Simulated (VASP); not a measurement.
# SmIn2As3 (P6/mmm) in VASP: a series of runs

Runs on SmIn2As3. Level: PBE. Tasks: single point.

Everything below comes from runs of VASP 6.6.1. Logs are shortened: lines on timing, memory, paths and dates and some standing lists are left out, and cuts for length are marked.

**1. The cell of the first run**

The structure is hexagonal, space group P6/mmm (No. 191). The conventional cell has a = 5.996 Å, b = 5.996 Å, c = 5.290 Å, α = 90.00°, β = 90.00°, γ = 120.00°. Sm (site symmetry 6/mmm) has 6 As at 3.00 Å within 3.9 Å. In (site symmetry -6m2) has 6 As at 3.16 Å and 3 In at 3.46 Å and 6 Sm at 4.36 Å within 4.4 Å. Within 3.9 Å of As (site symmetry mmm) lie 4 As at 3.00 Å and 2 Sm at 3.00 Å and 4 In at 3.16 Å.

The cell was generated, and may not be a known phase.

**2. Single point, PBE**

File INCAR:

```
PREC = Accurate
ENCUT = 500
EDIFF = 1E-6
ISMEAR = 0
SIGMA = 0.1
LREAL = F
LASPH = T
NELM = 200
ALGO = Normal
ISIF = 2
LWAVE = F
LCHARG = F
GGA = PE
NBANDS = 35
GGA_COMPAT = F
LMAXMIX = 6
```

File KPOINTS:

```
regular mesh
0
Gamma
  3 3 4
```

File POSCAR:

```
SmIn2As3
1.0
    5.9964667173      0.0000000029      0.0000000000
   -2.9982333612      5.1930925087      0.0000000000
    0.0000000000      0.0000000000      5.2901040838
Sm In As
1 2 3
Direct
    0.0000000000      0.0000000000      0.0000000000
    0.3333333333      0.6666666667      0.5000000000
    0.6666666667      0.3333333333      0.5000000000
    0.5000000000      0.0000000000      0.0000000000
    0.0000000000      0.5000000000      0.0000000000
    0.5000000000      0.5000000000      0.0000000000
```

Potentials or basis: VASP PAW PBE potentials, release 64 (Sm_3, In_d, As), 4f in core.

Started as:

```
$ cat potpaw_PBE.64/Sm_3/POTCAR potpaw_PBE.64/In_d/POTCAR potpaw_PBE.64/As/POTCAR > POTCAR
$ mpirun -np 1 vasp_std > vasp.out
```

OUTCAR:

```text
PREC = Accurate
   ENCUT = 500
   EDIFF = 1E-6
   ISMEAR = 0
   LREAL = F
   LASPH = T
   NELM = 200
   ISIF = 2
   GGA = PE

 ion  position               nearest neighbor table
   1  0.000  0.000  0.000-   6 3.00   6 3.00   4 3.00   4 3.00   5 3.00   5 3.00
   2  0.333  0.667  0.500-   5 3.16   5 3.16   4 3.16   4 3.16   6 3.16   6 3.16   3 3.46   3 3.46
                             3 3.46
   3  0.667  0.333  0.500-   5 3.16   5 3.16   4 3.16   4 3.16   6 3.16   6 3.16   2 3.46   2 3.46
                             2 3.46
   4  0.500  0.000  0.000-   1 3.00   1 3.00   3 3.16   2 3.16   3 3.16   2 3.16
   5  0.000  0.500  0.000-   1 3.00   1 3.00   3 3.16   2 3.16   3 3.16   2 3.16
   6  0.500  0.500  0.000-   1 3.00   1 3.00   3 3.16   2 3.16   3 3.16   2 3.16

  LATTYP: Found a hexagonal cell.
 ALAT       =     5.9964667173
 C/A-ratio  =     0.8822035264

  Lattice vectors:

 A1 = (   5.9964667173,   0.0000000029,   0.0000000000)
 A2 = (  -2.9982333612,   5.1930925087,   0.0000000000)
 A3 = (   0.0000000000,   0.0000000000,   5.2901040838)

Analysis of symmetry for initial positions (statically):
=====================================================================
 Subroutine PRICEL returns:
 Original cell was already a primitive cell.

 Routine SETGRP: Setting up the symmetry group for a
 hexagonal supercell.

 Subroutine GETGRP returns: Found 24 space group operations
 (whereof 24 operations were pure point group operations)
 out of a pool of 24 trial point group operations.

The static configuration has the point symmetry D_6h.

Analysis of symmetry for dynamics (positions and initial velocities):
=====================================================================
 Subroutine PRICEL returns:
 Original cell was already a primitive cell.

 Routine SETGRP: Setting up the symmetry group for a
 hexagonal supercell.

 Subroutine GETGRP returns: Found 24 space group operations
 (whereof 24 operations were pure point group operations)
 out of a pool of 24 trial point group operations.

The dynamic configuration has the point symmetry D_6h.

 Subroutine INISYM returns: Found 24 space group operations
 (whereof 24 operations are pure point group operations),
 and found     1 'primitive' translations

----------------------------------------------------------------------------------------

                                     Primitive cell

  volume of cell :     164.7349

  direct lattice vectors                    reciprocal lattice vectors
     5.996466717  0.000000003  0.000000000     0.166764871  0.096281743  0.000000000
    -2.998233361  5.193092509  0.000000000    -0.000000000  0.192563487  0.000000000
     0.000000000  0.000000000  5.290104084     0.000000000  0.000000000  0.189032198

  length of vectors
     5.996466717  5.996466717  5.290104084     0.192563487  0.192563487  0.189032198

  position of ions in fractional coordinates (direct lattice)
     0.000000000  0.000000000  0.000000000
     0.333333333  0.666666667  0.500000000
     0.666666667  0.333333333  0.500000000
     0.500000000  1.000000000  0.000000000
     1.000000000  0.500000000  0.000000000
     0.500000000  0.500000000  0.000000000

  ion indices of the primitive-cell ions
   primitive index   ion index
                 1           1
                 2           2
                 3           3
                 4           4
                 5           5
                 6           6

----------------------------------------------------------------------------------------

 KPOINTS: regular mesh

Automatic generation of k-mesh.
 Grid dimensions read from file:
 generate k-points for:    3    3    4

 Generating k-lattice:

  Cartesian coordinates                     Fractional coordinates (reciprocal lattice)
     0.055588290  0.032093914  0.000000000     0.333333333  0.000000000  0.000000000
    -0.000000000  0.064187829  0.000000000    -0.000000000  0.333333333  0.000000000
     0.000000000  0.000000000  0.047258049     0.000000000  0.000000000  0.250000000

  Length of vectors
     0.064187829  0.064187829  0.047258049

  Shift w.r.t. Gamma in fractional coordinates (k-lattice)
     0.000000000  0.000000000  0.000000000

 Subroutine IBZKPT returns following result:
 ===========================================

 Found      9 irreducible k-points:

 Following reciprocal coordinates:
            Coordinates               Weight
  0.000000  0.000000  0.000000      1.000000
  0.333333  0.000000  0.000000      6.000000
  0.333333  0.333333  0.000000      2.000000
  0.000000  0.000000  0.250000      2.000000
  0.333333  0.000000  0.250000     12.000000
  0.333333  0.333333  0.250000      4.000000
  0.000000  0.000000  0.500000      1.000000
  0.333333  0.000000  0.500000      6.000000
  0.333333  0.333333  0.500000      2.000000
   k-points           NKPTS =      9   k-points in BZ     NKDIM =      9   number of bands    NBANDS=     35
   number of dos      NEDOS =    301   number of ions     NIONS =      6
   total plane-waves  NPLWV =  92160
   dimension x,y,z NGX =    48 NGY =   48 NGZ =   40
   dimension x,y,z NGXF=    96 NGYF=   96 NGZF=   80
   ions per type =               1   2   3
   NGX,Y,Z   is equivalent  to a cutoff of  13.31, 13.31, 12.57 a.u.
   NGXF,Y,Z  is equivalent  to a cutoff of  26.62, 26.62, 25.14 a.u.
 SYSTEM =  unknown system
   PREC   = accura    normal or accurate (medium, high low for compatibility)
   ISTART =      0    job   : 0-new  1-cont  2-samecut
   ICHARG =      2    charge: 1-file 2-atom 10-const
   ISPIN  =      1    spin polarized calculation?
   LNONCOLLINEAR =      F non collinear calculations
   LSORBIT =      F    spin-orbit coupling
   LASPH  =      T    aspherical Exc in radial PAW
   ENCUT  =  500.0 eV  36.75 Ry    6.06 a.u.  10.93 10.93  9.65*2*pi/ulx,y,z
   NELM   =    200;   NELMIN=  2; NELMDL= -5     # of ELM steps
   EDIFF  = 0.1E-05   stopping-criterion for ELM
   LREAL  =      F    real-space projection
   EDIFFG = 0.1E-04   stopping-criterion for IOM
   NSW    =      0    number of steps for IOM
   IBRION =     -1    ionic relax: 0-MD 1-quasi-New 2-CG
   NFREE  =      0    steps in history (QN), initial steepest desc. (CG)
   ISIF   =      2    stress and relaxation
   ISYM   =      2    0-nonsym 1-usesym 2-fastsym
   POTIM  = 0.5000    time-step for ionic-motion
   TEBEG  =    0.0;   TEEND  =   0.0 temperature during run
   PSTRESS=    0.0 pullay stress
   NELECT =      52.0000    total number of electrons
   NUPDOWN=      -1.0000    fix difference up-down
   EMIN   =  10.00;   EMAX   =-10.00  energy-range for DOS
   EFERMI =   0.00;   METHOD = LEGACY
   ISMEAR =     0;   SIGMA  =   0.10  broadening in eV -4-tet -1-fermi 0-gaus
   EFERMI_NEDOS =   21; number of points for ismear=-14 and -15
   IALGO  =     38    algorithm
   IMIX   =      4    mixing-type and parameters
     AMIX     =   0.40;   BMIX     =  1.00
     AMIX_MAG =   1.60;   BMIX_MAG =  1.00
  volume/ion in A,a.u.               =      27.46       185.28
  Fermi-wavevector in a.u.,A,eV,Ry     =   1.114673  2.106426 16.905175  1.242495
  Thomas-Fermi vector in A             =   2.251270
   LORBIT       =      0    0 simple, 1 ext, 2 COOP (PROOUT), +10 PAW based schemes
   GGA     = PE    functional components
   LHFCALC =     F    Hartree Fock is set to
   AEXX    =    0.0000 exact exchange contribution
   IVDW    =     0    specifies the selected vdW correction
   LEPSILON=     F    determine dielectric tensor
   LRPA    =     F    only Hartree local field effects (RPA)
 non-spin polarized calculation
 Gauss-broadening in eV      SIGMA  =   0.10
  energy-cutoff  :      500.00
  volume of cell :      164.73
 maximum number of plane-waves:      4199
 NGX is ok and might be reduce to    48
   NGX = 21   NGY = 21   NGZ = 19

 number of electron      52.0000000 magnetization

 Free energy of the ion-electron system (eV)
  ---------------------------------------------------
  ext. energy  EPLUGINS =         0.00000000
  ---------------------------------------------------
  free energy    TOTEN  =       -24.46781010 eV

  energy without entropy =      -24.45433591  energy(sigma->0) =      -24.46107301

 E-fermi :   4.8992     XC(G=0):  -9.5093

 val. band max:        4.8881749510   @ k =   0.3333   0.0000   0.0000
 cond. band min:       5.0702147760   @ k =   0.3333   0.0000   0.2500
 fundamental gap:      0.1820398250
 Fermi energy:         4.8991855581

 k-point     1 :       0.0000    0.0000    0.0000
  band No.  band energies     occupation
      1     -36.8580      2.00000
      2     -16.4659      2.00000
      3     -16.1952      2.00000
      4     -16.1952      2.00000
      5      -9.6714      2.00000
      6      -9.6092      2.00000
[... 27 lines left out ...]
     34       7.4411      0.00000
     35       7.4737      0.00000

 k-point     2 :       0.3333    0.0000    0.0000
  band No.  band energies     occupation
      1     -36.8581      2.00000
      2     -16.4654      2.00000
      3     -16.2112      2.00000
      4     -16.1992      2.00000
      5      -9.6469      2.00000
      6      -9.6411      2.00000
[... 27 lines left out ...]
     34       7.8101      0.00000
     35       8.5074      0.00000

 k-point     3 :       0.3333    0.3333    0.0000
  band No.  band energies     occupation
      1     -36.8581      2.00000
      2     -16.4651      2.00000
      3     -16.2102      2.00000
      4     -16.2102      2.00000
      5      -9.6695      2.00000
      6      -9.6219      2.00000
[... 27 lines left out ...]
     34       8.2156      0.00000
     35       9.9042      0.00000

 k-point     4 :       0.0000    0.0000    0.2500
  band No.  band energies     occupation
      1     -36.8580      2.00000
      2     -16.4693      2.00000
      3     -16.1949      2.00000
      4     -16.1949      2.00000
      5      -9.6374      2.00000
      6      -9.6098      2.00000
[... 27 lines left out ...]
     34       7.5678      0.00000
     35       8.6097      0.00000

 k-point     5 :       0.3333    0.0000    0.2500
  band No.  band energies     occupation
      1     -36.8580      2.00000
      2     -16.4687      2.00000
      3     -16.2107      2.00000
      4     -16.1989      2.00000
      5      -9.6404      2.00000
      6      -9.6386      2.00000
[... 27 lines left out ...]
     34       7.9339      0.00000
     35       8.3827      0.00000

 k-point     6 :       0.3333    0.3333    0.2500
  band No.  band energies     occupation
      1     -36.8580      2.00000
      2     -16.4684      2.00000
      3     -16.2097      2.00000
      4     -16.2097      2.00000
      5      -9.6684      2.00000
      6      -9.6157      2.00000
[... 27 lines left out ...]
     34       8.2133      0.00000
     35       8.8820      0.00000

 k-point     7 :       0.0000    0.0000    0.5000
  band No.  band energies     occupation
      1     -36.8580      2.00000
      2     -16.4727      2.00000
      3     -16.1945      2.00000
      4     -16.1945      2.00000
      5      -9.6148      2.00000
      6      -9.6148      2.00000
[... 27 lines left out ...]
     34       8.7713      0.00000
     35       8.7723      0.00000

 k-point     8 :       0.3333    0.0000    0.5000
  band No.  band energies     occupation
      1     -36.8580      2.00000
      2     -16.4720      2.00000
      3     -16.2102      2.00000
      4     -16.1986      2.00000
      5      -9.6390      2.00000
      6      -9.6358      2.00000
[... 27 lines left out ...]
     34       8.5437      0.00000
     35       8.6403      0.00000

 k-point     9 :       0.3333    0.3333    0.5000
  band No.  band energies     occupation
      1     -36.8580      2.00000
      2     -16.4717      2.00000
      3     -16.2093      2.00000
      4     -16.2093      2.00000
      5      -9.6671      2.00000
      6      -9.6266      2.00000
[... 27 lines left out ...]
     34       8.1457      0.00000
     35       8.9184      0.00000

------------------------ aborting loop because EDIFF is reached ----------------------------------------

  FORCE on cell =-STRESS in cart. coord.  units (eV):
  Direction    XX          YY          ZZ          XY          YZ          ZX
  --------------------------------------------------------------------------------------
  -------------------------------------------------------------------------------------
  Total        0.3622543      0.3622543      0.2740424     -0.0000000      0.0000000      0.0000000
  in kB        3.5232089      3.5232089      2.6652786     -0.0000000      0.0000000      0.0000000
  external PRESSURE =       3.2372321 kB  Pullay stress =       0.0000000 kB

 VOLUME and BASIS-vectors are now :
 -----------------------------------------------------------------------------
  energy-cutoff  :      500.00
  volume of cell :      164.73
      direct lattice vectors                 reciprocal lattice vectors
     5.996466717  0.000000003  0.000000000     0.166764871  0.096281743  0.000000000
    -2.998233361  5.193092509  0.000000000    -0.000000000  0.192563487  0.000000000
     0.000000000  0.000000000  5.290104084     0.000000000  0.000000000  0.189032198

 POSITION                                       TOTAL-FORCE (eV/Angst)
 -----------------------------------------------------------------------------------
      0.00000      0.00000      0.00000        -0.000000     -0.000000      0.000000
     -0.00000      3.46206      2.64505        -0.000000     -0.000000      0.000000
      2.99823      1.73103      2.64505         0.000000      0.000000     -0.000000
      2.99823      0.00000      0.00000        -0.000000     -0.000000      0.000000
     -1.49912      2.59655      0.00000        -0.000000     -0.000000      0.000000
      1.49912      2.59655      0.00000        -0.000000     -0.000000      0.000000
 -----------------------------------------------------------------------------------
    total drift:                               -0.000000      0.000000     -0.000000

  FREE ENERGIE OF THE ION-ELECTRON SYSTEM (eV)
  ---------------------------------------------------
  free  energy   TOTEN  =       -24.4678101047 eV

  energy  without entropy=      -24.4543359096  energy(sigma->0) =      -24.46107301
```

It took 28 s on 1 thread of Intel Xeon 6975P-C (Granite Rapids), shared host; peak memory 0.3 GiB.

What came out:

```yaml
Free_energy: -24.4678 eV
Pressure: 0.3 GPa
Band_gap_on_the_k_mesh: zero (bands 26 and 27 overlap by 1.04 eV)
```

Levels at points of the mesh, in eV from the Fermi level:
| k point | band 24 | band 25 | band 26 | band 27 | band 28 | band 29 |
| --- | --- | --- | --- | --- | --- | --- |
| (0.00, 0.00, 0.00) | -0.59 | -0.59 | 0.61 | 0.78 | 0.78 | 1.10 |
| (0.00, 0.00, 0.50) | -2.43 | -0.06 | -0.06 | 1.07 | 1.32 | 2.07 |

Caveat: the k points lie up to 0.40 Å⁻¹ apart, too coarse for converged energies and pressures of a metal; spin-orbit coupling is left out, which moves the levels of the heavy elements; the 4f electrons are frozen in the core, so they carry no moment and show no levels.

**3. Single point, PBE**

This run uses another cell than the first one, of 29.26 Å³/atom.

File INCAR:

```
  PREC = Accurate
  ENCUT = 500
  EDIFF = 1E-6
  ISMEAR = 0
  SIGMA = 0.1
  LREAL = F
  LASPH = T
  NELM = 200
  ALGO = Normal
  ISIF = 2
  LWAVE = F
  LCHARG = F
  GGA = PE
  NBANDS = 35
  GGA_COMPAT = F
  LMAXMIX = 6
```

File KPOINTS:

```
Automatic mesh
0
Gamma
  3 3 4
```

File POSCAR:

```
SmIn2As3
1.0
    5.9316687900      0.0000000000      0.0000000000
   -2.9658344000      5.1369758600      0.0000000000
    0.0000000000      0.0000000000      5.7607193000
Sm In As
1 2 3
Direct
    0.0000000000      0.0000000000      0.0000000000
    0.3333333300      0.6666666700      0.5000000000
    0.6666666700      0.3333333300      0.5000000000
    0.5000000000      0.0000000000      0.0000000000
    0.0000000000      0.5000000000      0.0000000000
    0.5000000000      0.5000000000      0.0000000000
```

Potentials or basis: VASP PAW PBE potentials, release 64 (Sm_3, In_d, As), 4f in core.

Started as:

```
$ cat potpaw_PBE.64/Sm_3/POTCAR potpaw_PBE.64/In_d/POTCAR potpaw_PBE.64/As/POTCAR > POTCAR
$ mpirun -np 1 vasp_std > vasp.out
```

It took 41 s on 1 thread of Intel Xeon 6975P-C (Granite Rapids), shared host; peak memory 0.32 GiB.

Results (log left out):

```yaml
Free_energy: -24.2826 eV
Pressure: -0.4 GPa
Band_gap_on_the_k_mesh: zero (bands 26 and 27 overlap by 0.70 eV)
```

Stress tensor (GPa, compression positive):
```
 0.37  0.00  0.00
 0.00  0.37  0.00
 0.00  0.00 -1.88
```

Levels at points of the mesh, in eV from the Fermi level:
```
           k point  band 23  band 24  band 25  band 26  band 27  band 28  band 29  band 30
(0.00, 0.00, 0.00)    -1.20    -0.31    -0.31     0.60     0.60     0.96     1.08     1.08
(0.00, 0.00, 0.50)    -1.80    -1.80    -0.10     0.24     0.24     0.67     2.44     2.76
```

Caveat: the k points lie up to 0.41 Å⁻¹ apart, too coarse for converged energies and pressures of a metal; spin-orbit coupling is left out, which moves the levels of the heavy elements; the 4f electrons are frozen in the core, so they carry no moment and show no levels. Spin polarisation is off, so any magnetic state and its effect on volume and gap are missing.

The gap in the log of VASP goes by the Fermi energy; the results here count the filled bands.